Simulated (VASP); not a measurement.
# PbS (Fm-3m) in VASP: notebook, part 2 of 2

VASP 6.6.1. Earlier steps stand in the parts before.

## (4) Single point, r2SCAN

The input, POSCAR:

```
PbS
1.0
    0.0000000000      2.9705684010      2.9705684010
    2.9705684010      0.0000000000      2.9705684010
    2.9705684010      2.9705684010      0.0000000000
Pb S
1 1
Direct
    0.0000000000      0.0000000000      0.0000000000
    0.5000000000      0.5000000000      0.5000000000
```

The input, INCAR.step1:

```
  PREC = Accurate
  ENCUT = 520
  ISMEAR = 0
  SIGMA = 0.01
  LREAL = False
  LASPH = True
  NELM = 80
  NBANDS = 17
  GGA = PE
  ALGO = Normal
  EDIFF = 1E-4
  LWAVE = True
  LCHARG = False
```

The input, INCAR.step2:

```
  PREC = Accurate
  ENCUT = 520
  EDIFF = 1E-7
  ISMEAR = 0
  SIGMA = 0.01
  LREAL = False
  LASPH = True
  NELM = 80
  ALGO = Normal
  ISIF = 2
  LWAVE = False
  LCHARG = False
  METAGGA = R2SCAN
  LMIXTAU = True
  NBANDS = 17
  ISTART = 1
```

The input, KPOINTS:

```
Automatic mesh
0
Gamma
  8 8 8
```

Potentials or basis: VASP PAW PBE potentials, release 64 (Pb_d, S).

The run is started by

```bash
> cat potpaw_PBE.64/Pb_d/POTCAR potpaw_PBE.64/S/POTCAR > POTCAR
> cp INCAR.step1 INCAR
> mpirun -np 1 vasp_std > vasp.out
> cp INCAR.step2 INCAR
> mpirun -np 1 vasp_std > vasp.out
```

OUTCAR:

```text
PREC = Accurate
   ENCUT = 520
   EDIFF = 1E-7
   ISMEAR = 0
   LREAL = False
   LASPH = True
   NELM = 80
   ISIF = 2
   METAGGA = R2SCAN
   ISTART = 1

 ion  position               nearest neighbor table
   1  0.000  0.000  0.000-   2 2.97   2 2.97   2 2.97   2 2.97   2 2.97   2 2.97
   2  0.500  0.500  0.500-   1 2.97   1 2.97   1 2.97   1 2.97   1 2.97   1 2.97

  LATTYP: Found a face centered cubic cell.
 ALAT       =     5.9411368020

  Lattice vectors:

 A1 = (   0.0000000000,   2.9705684010,   2.9705684010)
 A2 = (   2.9705684010,   0.0000000000,   2.9705684010)
 A3 = (   2.9705684010,   2.9705684010,   0.0000000000)

Analysis of symmetry for initial positions (statically):
=====================================================================
 Subroutine PRICEL returns:
 Original cell was already a primitive cell.

 Routine SETGRP: Setting up the symmetry group for a
 face centered cubic supercell.

 Subroutine GETGRP returns: Found 48 space group operations
 (whereof 48 operations were pure point group operations)
 out of a pool of 48 trial point group operations.

The static configuration has the point symmetry O_h .

Analysis of symmetry for dynamics (positions and initial velocities):
=====================================================================
 Subroutine PRICEL returns:
 Original cell was already a primitive cell.

 Routine SETGRP: Setting up the symmetry group for a
 face centered cubic supercell.

 Subroutine GETGRP returns: Found 48 space group operations
 (whereof 48 operations were pure point group operations)
 out of a pool of 48 trial point group operations.

The dynamic configuration has the point symmetry O_h .

 Subroutine INISYM returns: Found 48 space group operations
 (whereof 48 operations are pure point group operations),
 and found     1 'primitive' translations

----------------------------------------------------------------------------------------

[... 111 lines left out ...]
     AMIX     =   0.40;   BMIX     =  1.00
     AMIX_MAG =   1.60;   BMIX_MAG =  1.00
  volume/ion in A,a.u.               =      26.21       176.89
  Fermi-wavevector in a.u.,A,eV,Ry     =   1.187322  2.243714 19.180597  1.409734
  Thomas-Fermi vector in A             =   2.323476
   LORBIT       =      0    0 simple, 1 ext, 2 COOP (PROOUT), +10 PAW based schemes
   METAGGA = R2SCAN    functional components
   LHFCALC =     F    Hartree Fock is set to
   AEXX    =    0.0000 exact exchange contribution
   IVDW    =     0    specifies the selected vdW correction
   LEPSILON=     F    determine dielectric tensor
   LRPA    =     F    only Hartree local field effects (RPA)
 non-spin polarized calculation
 Gauss-broadening in eV      SIGMA  =   0.01
  energy-cutoff  :      520.00
  volume of cell :       52.43
 maximum number of plane-waves:      1428
   NGX = 15   NGY = 15   NGZ = 15

 number of electron      19.9999999 magnetization

 Free energy of the ion-electron system (eV)
  ---------------------------------------------------
  ext. energy  EPLUGINS =         0.00000000
  ---------------------------------------------------
  free energy    TOTEN  =       -65.60919506 eV

  energy without entropy =      -65.60919506  energy(sigma->0) =      -65.60919506

 E-fermi :   5.7511     XC(G=0): -10.2306

 val. band max:        5.6385613621   @ k =   0.5000   0.0000   0.0000
 cond. band min:       6.2782557192   @ k =   0.5000   0.0000   0.0000
 fundamental gap:      0.6396943571
 Fermi energy:         5.7510882643

 k-point     1 :       0.0000    0.0000    0.0000
  band No.  band energies     occupation
      1     -11.8065      2.00000
      2     -11.8065      2.00000
      3     -11.8065      2.00000
      4     -11.7905      2.00000
      5     -11.7905      2.00000
      6      -8.5325      2.00000
[... 457 lines left out ...]
      4     -11.7783      2.00000
      5     -11.7575      2.00000
      6      -7.0570      2.00000
[... 9 lines left out ...]
     16      17.0730      0.00000
     17      17.4411      0.00000

 [... further k-points ...]

------------------------ aborting loop because EDIFF is reached ----------------------------------------

  FORCE on cell =-STRESS in cart. coord.  units (eV):
  Direction    XX          YY          ZZ          XY          YZ          ZX
  --------------------------------------------------------------------------------------
  -------------------------------------------------------------------------------------
  Total        0.3229782      0.3229782      0.3229782      0.0000000      0.0000000      0.0000000
  in kB        9.8704084      9.8704084      9.8704084      0.0000000      0.0000000      0.0000000
  external PRESSURE =       9.8704084 kB  Pullay stress =       0.0000000 kB

 VOLUME and BASIS-vectors are now :
 -----------------------------------------------------------------------------
  energy-cutoff  :      520.00
  volume of cell :       52.43
      direct lattice vectors                 reciprocal lattice vectors
     0.000000000  2.970568401  2.970568401    -0.168317956  0.168317956  0.168317956
     2.970568401  0.000000000  2.970568401     0.168317956 -0.168317956  0.168317956
     2.970568401  2.970568401  0.000000000     0.168317956  0.168317956 -0.168317956

 POSITION                                       TOTAL-FORCE (eV/Angst)
 -----------------------------------------------------------------------------------
      0.00000      0.00000      0.00000         0.000000      0.000000      0.000000
      2.97057      2.97057      2.97057         0.000000     -0.000000      0.000000
 -----------------------------------------------------------------------------------
    total drift:                                0.000000     -0.000000     -0.000000

  FREE ENERGIE OF THE ION-ELECTRON SYSTEM (eV)
  ---------------------------------------------------
  free  energy   TOTEN  =       -65.6091950617 eV

  energy  without entropy=      -65.6091950617  energy(sigma->0) =      -65.60919506
```

Wall time 43 s (1 thread of Intel Xeon Platinum 8559C (Emerald Rapids), shared host); peak memory 0.19 GiB.

What came out:

```yaml
Free_energy: -65.6092 eV
Pressure: 1.0 GPa
Band_gap_on_the_k_mesh: 0.64 eV
```

Levels at points of the mesh, in eV from the valence-band top:
```csv
k point,band 7,band 8,band 9,band 10,band 11,band 12,band 13,band 14
"(0.00, 0.00, 0.00)",-6.11,-2.31,-2.31,-2.31,5.54,5.54,5.54,7.15
"(0.50, 0.00, 0.00)",-9.08,-1.91,-1.91,0.00,0.64,2.19,2.19,9.16
"(0.50, 0.50, 0.00)",-7.36,-5.34,-3.58,-3.58,4.17,5.99,6.07,6.07
```

Caveat: the PAW data sets were made with another functional, which shifts forces and pressure a little; spin-orbit coupling is left out, which moves the levels of the heavy elements. A k mesh can miss the band edges.

## (5) Relaxation of cell and atoms, PBE+D3(BJ)

This run uses another cell than the first one, of 26.09 Å³/atom.

The input, INCAR:

```
SYSTEM = PbS
PREC = Accurate
ENCUT = 600
EDIFF = 1E-6
ISMEAR = -1
SIGMA = 0.02
LREAL = .False.
LASPH = .True.
NELM = 60
ALGO = Normal
ISIF = 3
LWAVE = .False.
LCHARG = .False.
GGA = PE
IVDW = 12
IBRION = 2
NSW = 80
EDIFFG = -0.005
```

The input, KPOINTS:

```
regular mesh
0
Gamma
  6 6 6
  0 0 0
```

The input, POSCAR:

```
PbS
1.0
    0.0000000000      2.9657500000      2.9657500000
    2.9657500000      0.0000000000      2.9657500000
    2.9657500000      2.9657500000      0.0000000000
Pb S
1 1
Direct
    0.0000000000      0.0000000000      0.0000000000
    0.5000000000      0.5000000000      0.5000000000
```

Potentials or basis: VASP PAW PBE potentials, release 64 (Pb_d, S).

The run is started by

```bash
> cat potpaw_PBE.64/Pb_d/POTCAR potpaw_PBE.64/S/POTCAR > POTCAR
> mpirun -np 1 vasp_std > vasp.out
```

OUTCAR:

```text
SYSTEM = PbS
   PREC = Accurate
   ENCUT = 600
   EDIFF = 1E-6
   ISMEAR = -1
   LREAL = .False.
   LASPH = .True.
   NELM = 60
   ISIF = 3
   GGA = PE
   IVDW = 12
   IBRION = 2
   NSW = 80
   EDIFFG = -0.005
 IVDW          = 12

 ion  position               nearest neighbor table
   1  0.000  0.000  0.000-   2 2.97   2 2.97   2 2.97   2 2.97   2 2.97   2 2.97
   2  0.500  0.500  0.500-   1 2.97   1 2.97   1 2.97   1 2.97   1 2.97   1 2.97

  LATTYP: Found a face centered cubic cell.
 ALAT       =     5.9315000000

  Lattice vectors:

 A1 = (   0.0000000000,   2.9657500000,   2.9657500000)
 A2 = (   2.9657500000,   0.0000000000,   2.9657500000)
 A3 = (   2.9657500000,   2.9657500000,   0.0000000000)

Analysis of symmetry for initial positions (statically):
=====================================================================
 Subroutine PRICEL returns:
 Original cell was already a primitive cell.

 Routine SETGRP: Setting up the symmetry group for a
 face centered cubic supercell.

 Subroutine GETGRP returns: Found 48 space group operations
 (whereof 48 operations were pure point group operations)
 out of a pool of 48 trial point group operations.

The static configuration has the point symmetry O_h .

Analysis of symmetry for dynamics (positions and initial velocities):
=====================================================================
 Subroutine PRICEL returns:
 Original cell was already a primitive cell.

 Routine SETGRP: Setting up the symmetry group for a
 face centered cubic supercell.

 Subroutine GETGRP returns: Found 48 space group operations
 (whereof 48 operations were pure point group operations)
 out of a pool of 48 trial point group operations.

The dynamic configuration has the point symmetry O_h .

 Subroutine INISYM returns: Found 48 space group operations
 (whereof 48 operations are pure point group operations),
 and found     1 'primitive' translations

[... 114 lines left out ...]
   LEPSILON=     F    determine dielectric tensor
   LRPA    =     F    only Hartree local field effects (RPA)
 conjugate gradient relaxation of ions
 non-spin polarized calculation
  energy-cutoff  :      600.00
  volume of cell :       52.17
 maximum number of plane-waves:      1807
 NGX is ok and might be reduce to    36
   NGX = 17   NGY = 17   NGZ = 17

 number of electron      20.0000002 magnetization

 Free energy of the ion-electron system (eV)
  ---------------------------------------------------
  ext. energy  EPLUGINS =         0.00000000
  ---------------------------------------------------
  free energy    TOTEN  =        -8.75782472 eV

  energy without entropy =       -8.75782311  energy(sigma->0) =       -8.75782392

 E-fermi :   6.0034     XC(G=0):  -9.6832

 val. band max:        5.8206886868   @ k =   0.5000   0.0000   0.0000
 cond. band min:       6.1861766196   @ k =   0.5000   0.0000   0.0000
 fundamental gap:      0.3654879328
 Fermi energy:         6.0034326617

 k-point     1 :       0.0000    0.0000    0.0000
  band No.  band energies     occupation
      1     -11.0011      2.00000
      2     -11.0011      2.00000
      3     -11.0011      2.00000
      4     -10.9847      2.00000
      5     -10.9847      2.00000
      6      -7.7773      2.00000
      7      -0.2147      2.00000
      8       3.6465      2.00000
      9       3.6465      2.00000
     10       3.6465      2.00000
     11      11.0354      0.00000
     12      11.0354      0.00000
     13      11.0354      0.00000
     14      12.5519      0.00000
[... 241 lines left out ...]
      1     -11.1079      2.00000
      2     -11.0059      2.00000
      3     -10.9756      2.00000
      4     -10.9627      2.00000
      5     -10.9401      2.00000
      6      -6.0761      2.00000
      7      -1.9692      2.00000
      8       0.9898      2.00000
      9       1.8492      2.00000
     10       4.0154      2.00000
     11       8.9870      0.00000
     12      10.0794      0.00000
     13      10.9221      0.00000
     14      12.6993      0.00000

------------------------ aborting loop because EDIFF is reached ----------------------------------------

 Edisp (eV)   -0.69439

 E8    (eV) :    -0.3127

  FORCE on cell =-STRESS in cart. coord.  units (eV):
  Direction    XX          YY          ZZ          XY          YZ          ZX
  --------------------------------------------------------------------------------------
  -------------------------------------------------------------------------------------
  Total       0.00651     0.00651     0.00651     0.00000     0.00000     0.00000
  in kB       0.20006     0.20006     0.20006     0.00000     0.00000     0.00000
  external pressure =        0.20 kB  Pullay stress =        0.00 kB

 VOLUME and BASIS-vectors are now :
 -----------------------------------------------------------------------------
  energy-cutoff  :      600.00
  volume of cell :       52.17
      direct lattice vectors                 reciprocal lattice vectors
     0.000000000  2.965750000  2.965750000    -0.168591419  0.168591419  0.168591419
     2.965750000  0.000000000  2.965750000     0.168591419 -0.168591419  0.168591419
     2.965750000  2.965750000  0.000000000     0.168591419  0.168591419 -0.168591419

 POSITION                                       TOTAL-FORCE (eV/Angst)
 -----------------------------------------------------------------------------------
      0.00000      0.00000      0.00000        -0.000000      0.000000     -0.000000
      2.96575      2.96575      2.96575         0.000000     -0.000000      0.000000
 -----------------------------------------------------------------------------------
    total drift:                                0.000000      0.000000      0.000000

  FREE ENERGIE OF THE ION-ELECTRON SYSTEM (eV)
  ---------------------------------------------------
  free  energy   TOTEN  =        -9.4522157266 eV

  energy  without entropy=       -9.4522141109  energy(sigma->0) =       -9.45221492

 reached required accuracy - stopping structural energy minimisation
```

CONTCAR:

```text
PbS
   1.00000000000000
     0.0000000000000000    2.9657499999999999    2.9657499999999999
     2.9657499999999999    0.0000000000000000    2.9657499999999999
     2.9657499999999999    2.9657499999999999    0.0000000000000000
  Pb              S
     1     1
Direct
     0.0000000000000000    0.0000000000000000    0.0000000000000000
     0.5000000000000000    0.5000000000000000    0.5000000000000000

  0.00000000E+00  0.00000000E+00  0.00000000E+00
  0.00000000E+00  0.00000000E+00  0.00000000E+00
```

Wall time 8 s (1 thread of Intel Xeon Platinum 8559C (Emerald Rapids), shared host); peak memory 0.21 GiB.

What came out:

```yaml
Free_energy: -9.4522 eV
Pressure_after_relaxing: 0.0 GPa
Band_gap_on_the_k_mesh: 0.37 eV
Dispersion_energy_per_atom: -0.347 eV
```

Final structure:
```
Pb S
1.0
     0.00000    2.96575    2.96575
     2.96575    0.00000    2.96575
     2.96575    2.96575    0.00000
Pb S
1 1
Direct
  0.00000 0.00000 0.00000
  0.50000 0.50000 0.50000
```

Caveat: the relaxation stopped at its first step, so nothing moved; spin-orbit coupling is left out, which moves the levels of the heavy elements. A k mesh can miss the band edges.

## (6) Relaxation of cell and atoms, r2SCAN+rVV10

This run uses another cell than the first one, of 26.12 Å³/atom.

The input, POSCAR:

```
PbS
1.0
    0.0000000000      2.9671236703      2.9671236703
    2.9671236703      0.0000000000      2.9671236703
    2.9671236703      2.9671236703      0.0000000000
Pb S
1 1
Direct
    0.0000000000      0.0000000000      0.0000000000
    0.5000000000      0.5000000000      0.5000000000
```

The input, INCAR.step1:

```
  ALGO = Normal
  EDIFF = 1E-4
  ENCUT = 600
  GGA = PE
  ISMEAR = -1
  LASPH = T
  LCHARG = F
  LREAL = F
  LWAVE = T
  NELM = 80
  PREC = Accurate
  SIGMA = 0.02
```

The input, INCAR.step2:

```
  ALGO = Normal
  BPARAM = 11.95
  CPARAM = 0.0093
  EDIFF = 1E-6
  EDIFFG = -0.005
  ENCUT = 600
  IBRION = 2
  ISIF = 3
  ISMEAR = -1
  ISTART = 1
  IVDW_NL = 2
  LASPH = T
  LCHARG = F
  LMIXTAU = T
  LREAL = F
  LUSE_VDW = T
  LWAVE = F
  METAGGA = R2SCAN
  NELM = 80
  NSW = 80
  PREC = Accurate
  SIGMA = 0.02
```

The input, KPOINTS:

```
k-points
0
Gamma
  6 6 6
```

Potentials or basis: VASP PAW PBE potentials, release 64 (Pb_d, S).

The run is started by

```bash
> cat potpaw_PBE.64/Pb_d/POTCAR potpaw_PBE.64/S/POTCAR > POTCAR
> cp INCAR.step1 INCAR
> mpirun -np 1 vasp_std > vasp.out
> cp INCAR.step2 INCAR
> mpirun -np 1 vasp_std > vasp.out
```

Run time: 3.7 min. Hardware: 1 thread of Intel Xeon Platinum 8559C (Emerald Rapids), shared host; peak memory 0.39 GiB.

The run converged. Its results:

```yaml
Free_energy: -65.1082 eV
Relaxed_volume: 26.28 Å³/atom
Relaxed_cell: a = 4.205 Å, b = 4.205 Å, c = 4.205 Å, α = 60.00°, β = 60.00°, γ = 60.00°
Space_group_after_relaxing_to_0.1_Å: Fm-3m (No. 225)
Energy_gained_by_relaxing: 0.2 meV/atom
Ionic_steps: 3
Pressure_after_relaxing: 0.0 GPa
Band_gap_on_the_k_mesh: 0.61 eV
```

The path:
```csv
step,energy change (eV),largest force (eV/Å),pressure (GPa),volume (Å³)
1,0.0000,0.0000,0.37,52.24
2,-0.0003,0.0000,-0.13,52.70
3,-0.0004,0.0000,-0.01,52.56
```

Final structure:
```
Pb S
1.0
     0.00000    2.97313    2.97313
     2.97313    0.00000    2.97313
     2.97313    2.97313    0.00000
Pb S
1 1
Direct
  0.00000 0.00000 0.00000
  0.50000 0.50000 0.50000
```

Levels at points of the mesh, in eV from the valence-band top:
```
           k point  band 8  band 9  band 10  band 11  band 12  band 13
(0.00, 0.00, 0.00)   -2.30   -2.30    -2.30     5.53     5.53     5.53
(0.50, 0.00, 0.00)   -1.90   -1.90     0.00     0.61     2.19     2.19
(0.50, 0.50, 0.00)   -5.34   -3.57    -3.57     4.11     5.96     6.05
```

Caveat: the PAW data sets were made with another functional, which shifts forces and pressure a little; spin-orbit coupling is left out, which moves the levels of the heavy elements. Zero-point motion and thermal expansion aren't in these numbers.

## (7) Summary

```csv
task,level,potentials or basis,cell,k mesh,cutoff (eV),smearing,gap on the mesh (eV),pressure (GPa)
single point,PBE,"VASP PAW PBE potentials, release 64 (Pb_d, S)","a = 4.201 Å, angles 60.0°, 2 atoms",8 × 8 × 8,520,fermi-dirac 0.02 eV,0.38,1.9
single point,LDA,"VASP PAW LDA potentials, release 64 (Pb_d, S)","a = 4.201 Å, angles 60.0°, 2 atoms",8 × 8 × 8,520,gaussian 0.01 eV,0.22,-2.8
single point,r2SCAN,"VASP PAW PBE potentials, release 64 (Pb_d, S)","a = 4.201 Å, angles 60.0°, 2 atoms",8 × 8 × 8,520,gaussian 0.01 eV,0.64,1.0
relaxation of cell and atoms,PBE+D3(BJ),"VASP PAW PBE potentials, release 64 (Pb_d, S)","relaxed from a = 4.194 Å, angles 60.0°, 2 atoms",6 × 6 × 6,600,fermi-dirac 0.02 eV,0.37,0.0
relaxation of cell and atoms,r2SCAN+rVV10,"VASP PAW PBE potentials, release 64 (Pb_d, S)","relaxed from a = 4.196 Å, angles 60.0°, 2 atoms",6 × 6 × 6,600,fermi-dirac 0.02 eV,0.61,0.0
```

Alike in all rows: no spin polarisation.

Caveats: spin-orbit coupling is left out, which moves the levels of the heavy elements; the PAW data sets were made with another functional, which shifts forces and pressure a little (at least some runs); the relaxation stopped at its first step, so nothing moved (at least some runs).

Absolute energies hang on the potentials; compare differences alone.
